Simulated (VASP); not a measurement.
# Al (Pm-3m) in VASP: further runs

Al is run at these levels: revPBE; tasks: single point.

Program: VASP 6.6.1. These are calculated values, not measurements. Logs are shortened: lines on timing, memory, paths and dates and some standing lists are left out, and cuts for length are marked.

### 1 The cell of the first run

It takes space group Pm-3m (No. 221, cubic). Conventional cell: a = 2.660 Å, b = 2.660 Å, c = 2.660 Å, α = 90.00°, β = 90.00°, γ = 90.00°. Within 3.5 Å of Al (site symmetry m-3m) lie 6 Al at 2.66 Å.

### 2 Single point, revPBE (volume scaled by 0.92)

INCAR reads:

```
SYSTEM = Al
PREC     = Accurate       ! precision mode
ENCUT    = 520            ! plane-wave cutoff, eV
EDIFF    = 1E-7           ! SCF threshold, eV
ISMEAR   = -1             ! smearing method
SIGMA    = 0.1            ! smearing width, eV
LREAL    = .FALSE.        ! projectors in reciprocal space
LASPH    = .TRUE.         ! aspherical terms in the spheres
NELM     = 60             ! most SCF steps
ALGO     = Normal         ! electronic algorithm
ISIF     = 2              ! what is computed and relaxed
LWAVE    = .FALSE.        ! write WAVECAR
LCHARG   = .FALSE.        ! write CHGCAR
GGA      = RE             ! functional
NBANDS   = 8              ! bands
```

KPOINTS reads:

```
Automatic mesh
0
G
  13 13 13
  0 0 0
```

POSCAR reads:

```
Al
1.0
    2.6603077741      0.0000000000      0.0000000000
    0.0000000000      2.6603077741      0.0000000000
    0.0000000000      0.0000000000      2.6603077741
Al
1
Direct
    0.0000000000      0.0000000000      0.0000000000
```

Potentials or basis: VASP PAW PBE potentials, release 64 (Al).

On the command line:

```sh
> cat potpaw_PBE.64/Al/POTCAR > POTCAR
> mpirun -np 1 vasp_std > vasp.out
```

OUTCAR:

```text
SYSTEM = Al
   PREC = Accurate
   ENCUT = 520
   EDIFF = 1E-7
   ISMEAR = -1
   LREAL = .FALSE.
   LASPH = .TRUE.
   NELM = 60
   ISIF = 2
   GGA = RE

 ion  position               nearest neighbor table
   1  0.000  0.000  0.000-

  LATTYP: Found a simple cubic cell.
 ALAT       =     2.6603077741

  Lattice vectors:

 A1 = (   2.6603077741,   0.0000000000,   0.0000000000)
 A2 = (   0.0000000000,   2.6603077741,   0.0000000000)
 A3 = (   0.0000000000,   0.0000000000,   2.6603077741)

Analysis of symmetry for initial positions (statically):
=====================================================================
 Subroutine PRICEL returns:
 Original cell was already a primitive cell.

 Routine SETGRP: Setting up the symmetry group for a
 simple cubic supercell.

 Subroutine GETGRP returns: Found 48 space group operations
 (whereof 48 operations were pure point group operations)
 out of a pool of 48 trial point group operations.

The static configuration has the point symmetry O_h .

Analysis of symmetry for dynamics (positions and initial velocities):
=====================================================================
 Subroutine PRICEL returns:
 Original cell was already a primitive cell.

 Routine SETGRP: Setting up the symmetry group for a
 simple cubic supercell.

 Subroutine GETGRP returns: Found 48 space group operations
 (whereof 48 operations were pure point group operations)
 out of a pool of 48 trial point group operations.

The dynamic configuration has the point symmetry O_h .

 Subroutine INISYM returns: Found 48 space group operations
 (whereof 48 operations are pure point group operations),
 and found     1 'primitive' translations

----------------------------------------------------------------------------------------

                                     Primitive cell

  volume of cell :      18.8276

  direct lattice vectors                    reciprocal lattice vectors
     2.660307774  0.000000000  0.000000000     0.375896357  0.000000000  0.000000000
     0.000000000  2.660307774  0.000000000     0.000000000  0.375896357  0.000000000
     0.000000000  0.000000000  2.660307774     0.000000000  0.000000000  0.375896357

  length of vectors
     2.660307774  2.660307774  2.660307774     0.375896357  0.375896357  0.375896357

  position of ions in fractional coordinates (direct lattice)
     0.000000000  0.000000000  0.000000000

  ion indices of the primitive-cell ions
   primitive index   ion index
                 1           1

----------------------------------------------------------------------------------------

 KPOINTS: Automatic mesh

Automatic generation of k-mesh.
 Grid dimensions read from file:
 generate k-points for:   13   13   13

 Generating k-lattice:

  Cartesian coordinates                     Fractional coordinates (reciprocal lattice)
     0.028915104  0.000000000  0.000000000     0.076923077  0.000000000  0.000000000
     0.000000000  0.028915104  0.000000000     0.000000000  0.076923077  0.000000000
     0.000000000  0.000000000  0.028915104     0.000000000  0.000000000  0.076923077

  Length of vectors
     0.028915104  0.028915104  0.028915104

  Shift w.r.t. Gamma in fractional coordinates (k-lattice)
     0.000000000  0.000000000  0.000000000

 Subroutine IBZKPT returns following result:
 ===========================================

 Found     84 irreducible k-points:

 Following reciprocal coordinates:
            Coordinates               Weight
  0.000000  0.000000  0.000000      1.000000
  0.076923  0.000000  0.000000      6.000000
  0.153846  0.000000  0.000000      6.000000
  0.230769  0.000000  0.000000      6.000000
  0.307692  0.000000  0.000000      6.000000
  0.384615  0.000000  0.000000      6.000000
[... 16 lines left out ...]
  0.307692  0.307692  0.000000     12.000000
  0.384615  0.307692  0.000000     24.000000
 [... further k-points ...]
   k-points           NKPTS =     84   k-points in BZ     NKDIM =     84   number of bands    NBANDS=      8
   number of dos      NEDOS =    301   number of ions     NIONS =      1
   total plane-waves  NPLWV =   8000
   dimension x,y,z NGX =    20 NGY =   20 NGZ =   20
   dimension x,y,z NGXF=    40 NGYF=   40 NGZF=   40
   ions per type =               1
   NGX,Y,Z   is equivalent  to a cutoff of  12.50, 12.50, 12.50 a.u.
   NGXF,Y,Z  is equivalent  to a cutoff of  25.00, 25.00, 25.00 a.u.
 SYSTEM =  Al
   PREC   = accura    normal or accurate (medium, high low for compatibility)
   ISTART =      0    job   : 0-new  1-cont  2-samecut
   ICHARG =      2    charge: 1-file 2-atom 10-const
   ISPIN  =      1    spin polarized calculation?
   LNONCOLLINEAR =      F non collinear calculations
   LSORBIT =      F    spin-orbit coupling
   LASPH  =      T    aspherical Exc in radial PAW
   ENCUT  =  520.0 eV  38.22 Ry    6.18 a.u.   4.95  4.95  4.95*2*pi/ulx,y,z
   NELM   =     60;   NELMIN=  2; NELMDL= -5     # of ELM steps
   EDIFF  = 0.1E-06   stopping-criterion for ELM
   LREAL  =      F    real-space projection
   EDIFFG = 0.1E-05   stopping-criterion for IOM
   NSW    =      0    number of steps for IOM
   IBRION =     -1    ionic relax: 0-MD 1-quasi-New 2-CG
   NFREE  =      0    steps in history (QN), initial steepest desc. (CG)
   ISIF   =      2    stress and relaxation
   ISYM   =      2    0-nonsym 1-usesym 2-fastsym
   POTIM  = 0.5000    time-step for ionic-motion
   TEBEG  =    0.0;   TEEND  =   0.0 temperature during run
   PSTRESS=    0.0 pullay stress
   NELECT =       3.0000    total number of electrons
   NUPDOWN=      -1.0000    fix difference up-down
   EMIN   =  10.00;   EMAX   =-10.00  energy-range for DOS
   EFERMI =   0.00;   METHOD = LEGACY
   ISMEAR =    -1;   SIGMA  =   0.10  broadening in eV -4-tet -1-fermi 0-gaus
   EFERMI_NEDOS =   21; number of points for ismear=-14 and -15
   IALGO  =     38    algorithm
   IMIX   =      4    mixing-type and parameters
     AMIX     =   0.40;   BMIX     =  1.00
     AMIX_MAG =   1.60;   BMIX_MAG =  1.00
  volume/ion in A,a.u.               =      18.83       127.06
  Fermi-wavevector in a.u.,A,eV,Ry     =   0.887531  1.677190 10.717454  0.787711
  Thomas-Fermi vector in A             =   2.008841
   LORBIT       =      0    0 simple, 1 ext, 2 COOP (PROOUT), +10 PAW based schemes
   GGA     = RE    functional components
   LHFCALC =     F    Hartree Fock is set to
   AEXX    =    0.0000 exact exchange contribution
   IVDW    =     0    specifies the selected vdW correction
   LEPSILON=     F    determine dielectric tensor
   LRPA    =     F    only Hartree local field effects (RPA)
 non-spin polarized calculation
  energy-cutoff  :      520.00
  volume of cell :       18.83
 maximum number of plane-waves:       518
 NGX is ok and might be reduce to    20
   NGX =  9   NGY =  9   NGZ =  9

 number of electron       3.0000000 magnetization

 Free energy of the ion-electron system (eV)
  ---------------------------------------------------
  ext. energy  EPLUGINS =         0.00000000
  ---------------------------------------------------
  free energy    TOTEN  =        -3.16104238 eV

  energy without entropy =       -3.14371225  energy(sigma->0) =       -3.15237731

 E-fermi :   6.3258     XC(G=0):  -9.6278

 val. band max:        6.2517457133   @ k =   0.3846   0.3846   0.0000
 cond. band min:       6.3610076877   @ k =   0.3846   0.3846   0.0769
 fundamental gap:      0.1092619743
 Fermi energy:         6.3257891128

 k-point     1 :       0.0000    0.0000    0.0000
  band No.  band energies     occupation
      1      -3.6202      2.00000
      2      14.4585      0.00000
      3      14.4585      0.00000
      4      16.0097      0.00000
      5      16.0097      0.00000
      6      16.0097      0.00000
      7      22.6232      0.00000
      8      31.2779      0.00000

 k-point     2 :       0.0769    0.0000    0.0000
  band No.  band energies     occupation
      1      -3.4975      2.00000
      2      12.7312      0.00000
      3      14.5619      0.00000
      4      16.1121      0.00000
      5      16.1121      0.00000
      6      17.4964      0.00000
      7      23.1347      0.00000
      8      30.3058      0.00000

 k-point     3 :       0.1538    0.0000    0.0000
  band No.  band energies     occupation
      1      -3.1303      2.00000
      2      10.4052      0.00000
      3      14.8665      0.00000
      4      16.4192      0.00000
      5      16.4192      0.00000
      6      19.0718      0.00000
      7      24.6653      0.00000
      8      28.3964      0.00000

 k-point     4 :       0.2308    0.0000    0.0000
  band No.  band energies     occupation
      1      -2.5215      2.00000
      2       8.1398      0.00000
      3      15.3530      0.00000
      4      16.9304      0.00000
      5      16.9304      0.00000
      6      20.2714      0.00000
      7      26.3748      0.00000
      8      26.3748      0.00000

 k-point     5 :       0.3077    0.0000    0.0000
  band No.  band energies     occupation
      1      -1.6762      2.00000
      2       6.0207      1.90965
      3      15.9754      0.00000
      4      17.6435      0.00000
      5      17.6435      0.00000
      6      21.3413      0.00000
      7      24.4652      0.00000
      8      24.4652      0.00000
[... 177 lines left out ...]
 k-point    22 :       0.4615    0.2308    0.0000
  band No.  band energies     occupation
      1       1.7096      2.00000
      2       3.4440      2.00000
      3      12.0513      0.00000
      4      14.3013      0.00000
      5      20.4177      0.00000
      6      22.1868      0.00000
      7      22.4427      0.00000
      8      24.8210      0.00000

 k-point    23 :       0.3077    0.3077    0.0000
  band No.  band energies     occupation
      1       0.2460      2.00000
      2       7.1400      0.00058
      3       8.7046      0.00000
      4      15.3622      0.00000
      5      19.2384      0.00000
      6      21.4896      0.00000
      7      25.1646      0.00000
      8      26.8469      0.00000

 k-point    24 :       0.3846    0.3077    0.0000
  band No.  band energies     occupation
      1       1.3045      2.00000
      2       5.8054      1.98907
      3       9.1046      0.00000
      4      13.6093      0.00000
      5      20.1119      0.00000
      6      22.4344      0.00000
      7      24.0604      0.00000
      8      26.9418      0.00000

 [... further k-points ...]

------------------------ aborting loop because EDIFF is reached ----------------------------------------

  FORCE on cell =-STRESS in cart. coord.  units (eV):
  Direction    XX          YY          ZZ          XY          YZ          ZX
  --------------------------------------------------------------------------------------
  -------------------------------------------------------------------------------------
  Total        0.6381327      0.6381327      0.6381327      0.0000000     -0.0000000      0.0000000
  in kB       54.3032669     54.3032669     54.3032669      0.0000000     -0.0000000      0.0000000
  external PRESSURE =      54.3032669 kB  Pullay stress =       0.0000000 kB

 VOLUME and BASIS-vectors are now :
 -----------------------------------------------------------------------------
  energy-cutoff  :      520.00
  volume of cell :       18.83
      direct lattice vectors                 reciprocal lattice vectors
     2.660307774  0.000000000  0.000000000     0.375896357  0.000000000  0.000000000
     0.000000000  2.660307774  0.000000000     0.000000000  0.375896357  0.000000000
     0.000000000  0.000000000  2.660307774     0.000000000  0.000000000  0.375896357

 POSITION                                       TOTAL-FORCE (eV/Angst)
 -----------------------------------------------------------------------------------
      0.00000      0.00000      0.00000         0.000000      0.000000      0.000000
 -----------------------------------------------------------------------------------
    total drift:                                0.000000      0.000000      0.000000

  FREE ENERGIE OF THE ION-ELECTRON SYSTEM (eV)
  ---------------------------------------------------
  free  energy   TOTEN  =        -3.1610423784 eV

  energy  without entropy=       -3.1437122459  energy(sigma->0) =       -3.15237731
```

Wall time 14 s (1 thread of Intel Xeon 8259CL, shared host); peak memory 0.12 GiB.

What came out:

* Free energy: -3.1610 eV
* Pressure: 5.4 GPa

Levels at points of the mesh, in eV from the Fermi level:
| k point | band 1 | band 2 | band 3 | band 4 | band 5 |
| --- | --- | --- | --- | --- | --- |
| (0.00, 0.00, 0.00) | -9.95 | 8.13 | 8.13 | 9.68 | 9.68 |

Caveat: the cell differs from its parent crystal (volume scaled by 0.92); the PAW data sets were made with another functional, which shifts forces and pressure a little.

### 3 Single point, revPBE

This run uses another cell than the first one, of 20.46 Å³/atom, 1.087 times its volume.

INCAR reads:

```
SYSTEM = Al
PREC = Accurate
ENCUT = 520
EDIFF = 1E-6
ISMEAR = -1
SIGMA = 0.1
LREAL = .FALSE.
LASPH = .TRUE.
NELM = 80
ALGO = Normal
ISIF = 2
LWAVE = .FALSE.
LCHARG = .TRUE.
GGA = RE
LELF = .TRUE.
LVHAR = .TRUE.
NBANDS = 8
```

KPOINTS reads:

```
Automatic mesh
0
G
  12 12 12
  0 0 0
```

POSCAR reads:

```
Al
1.0
    2.7352851507      0.0000000000      0.0000000000
    0.0000000000      2.7352851507      0.0000000000
    0.0000000000      0.0000000000      2.7352851507
Al
1
Direct
    0.0000000000      0.0000000000      0.0000000000
```

Potentials or basis: VASP PAW PBE potentials, release 64 (Al).

On the command line:

```sh
> cat potpaw_PBE.64/Al/POTCAR > POTCAR
> mpirun -np 1 vasp_std > vasp.out
```

OUTCAR:

```text
SYSTEM = Al
   PREC = Accurate
   ENCUT = 520
   EDIFF = 1E-6
   ISMEAR = -1
   LREAL = .FALSE.
   LASPH = .TRUE.
   NELM = 80
   ISIF = 2
   GGA = RE

 ion  position               nearest neighbor table
   1  0.000  0.000  0.000-

  LATTYP: Found a simple cubic cell.
 ALAT       =     2.7352851507

  Lattice vectors:

 A1 = (   2.7352851507,   0.0000000000,   0.0000000000)
 A2 = (   0.0000000000,   2.7352851507,   0.0000000000)
 A3 = (   0.0000000000,   0.0000000000,   2.7352851507)

[... 439 lines left out ...]
      7      22.1605      0.00000
      8      24.7038      0.00000

 [... further k-points ...]

------------------------ aborting loop because EDIFF is reached ----------------------------------------

  FORCE on cell =-STRESS in cart. coord.  units (eV):
  Direction    XX          YY          ZZ          XY          YZ          ZX
  --------------------------------------------------------------------------------------
  -------------------------------------------------------------------------------------
  Total       -0.0106293     -0.0106293     -0.0106293     -0.0000000      0.0000000     -0.0000000
  in kB       -0.8321603     -0.8321603     -0.8321603     -0.0000000      0.0000000     -0.0000000
  external PRESSURE =      -0.8321603 kB  Pullay stress =       0.0000000 kB

 VOLUME and BASIS-vectors are now :
 -----------------------------------------------------------------------------
  energy-cutoff  :      520.00
  volume of cell :       20.46
      direct lattice vectors                 reciprocal lattice vectors
     2.735285151  0.000000000  0.000000000     0.365592596  0.000000000  0.000000000
     0.000000000  2.735285151  0.000000000     0.000000000  0.365592596  0.000000000
     0.000000000  0.000000000  2.735285151     0.000000000  0.000000000  0.365592596

 POSITION                                       TOTAL-FORCE (eV/Angst)
 -----------------------------------------------------------------------------------
      0.00000      0.00000      0.00000         0.000000      0.000000      0.000000
 -----------------------------------------------------------------------------------
    total drift:                                0.000000      0.000000      0.000000

  FREE ENERGIE OF THE ION-ELECTRON SYSTEM (eV)
  ---------------------------------------------------
  free  energy   TOTEN  =        -3.1891404601 eV

  energy  without entropy=       -3.1722598633  energy(sigma->0) =       -3.18070016
```

OSZICAR:

```text
N       E                     dE             d eps       ncg     rms          rms(c)
DAV:   1    -0.186111333843E+01   -0.18611E+01   -0.81587E+02  1344   0.200E+02
DAV:   2    -0.318682632652E+01   -0.13257E+01   -0.12515E+01  1728   0.173E+01
DAV:   3    -0.319547611479E+01   -0.86498E-02   -0.86449E-02  1720   0.158E+00
DAV:   4    -0.319550312971E+01   -0.27015E-04   -0.27014E-04  1936   0.786E-02
DAV:   5    -0.319550333481E+01   -0.20510E-06   -0.20491E-06  1744   0.499E-03    0.143E+00
DAV:   6    -0.319184494094E+01    0.36584E-02   -0.24225E-03  1584   0.204E-01    0.836E-01
DAV:   7    -0.318912772100E+01    0.27172E-02   -0.61875E-03  1512   0.319E-01    0.113E-01
DAV:   8    -0.318914116901E+01   -0.13448E-04   -0.48624E-05  2048   0.443E-02    0.243E-02
DAV:   9    -0.318914046013E+01    0.70888E-06   -0.14074E-06  1576   0.492E-03
   1 F= -.31891405E+01 E0= -.31807002E+01  d E =-.168806E-01
```

stdout:

```text
POSCAR found type information on POSCAR Al
 POSCAR found :  1 types and       1 ions
 scaLAPACK will be used
 -----------------------------------------------------------------------------
|                                                                             |
|                                                                             |
|     You enforced a specific xc type in the INCAR file but a different       |
|     I HOPE YOU KNOW WHAT YOU ARE DOING!                                     |
|                                                                             |
 -----------------------------------------------------------------------------

 LDA part: xc-table for (Slater+PW92), standard interpolation
 POSCAR, INCAR and KPOINTS ok, starting setup
 FFT: planning ... GRIDC
 FFT: planning ... GRID_SOFT
 FFT: planning ... GRID
 WAVECAR not read
 entering main loop
```

Run time: 12 s. Hardware: 1 thread of Intel Xeon 8259CL, shared host; peak memory 0.12 GiB.

What came out:

* Free energy: -3.1891 eV
* Pressure: -0.1 GPa

Levels at points of the mesh, in eV from the Fermi level:
| k point | band 1 | band 2 | band 3 | band 4 | band 5 | band 6 |
| --- | --- | --- | --- | --- | --- | --- |
| (0.00, 0.00, 0.00) | -9.45 | 7.94 | 7.94 | 9.06 | 9.06 | 9.06 |
| (0.50, 0.00, 0.00) | -5.15 | -4.03 | 10.47 | 12.55 | 12.55 | 14.09 |
| (0.50, 0.50, 0.00) | -0.52 | -0.52 | -0.28 | 2.22 | 16.09 | 16.66 |
| (0.50, 0.50, 0.50) | 2.85 | 2.85 | 2.85 | 5.56 | 5.56 | 5.56 |

Caveat: the PAW data sets were made with another functional, which shifts forces and pressure a little.

[end of part 1 of 2]
